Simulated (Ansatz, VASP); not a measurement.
## BaS: VASP beside Ansatz

```xyz
2
Lattice="0.0000 3.2144 3.2144 3.2144 0.0000 3.2144 3.2144 3.2144 0.0000" Properties=species:S:1:pos:R:3 pbc="T T T"
Ba    0.0000    0.0000    0.0000
S     3.2144    3.2144    3.2144
```

Alike in both runs: functional PBE; k mesh 8 × 8 × 8; occupations fermi-dirac, width 0.02 eV; non-collinear spin, spin-orbit coupling.

Ansatz relaxed the structure, and its values are those at the end. VASP's run is a single point on that final structure, the one shown.

|  | VASP | Ansatz |
| --- | --- | --- |
| version | VASP 6.6.1 | Ansatz 0.2.0 |
| potentials or method | VASP PAW PBE potentials, release 64 (Ba_sv, S), cutoff 520 eV | all-electron LAPW |

Ansatz gave:

- pressure (GPa): 0.0

Q: Estimate VASP's values.

A: Pressure (GPa): 0.5.

Ansatz ran all-electron here, and VASP with PAW potentials.
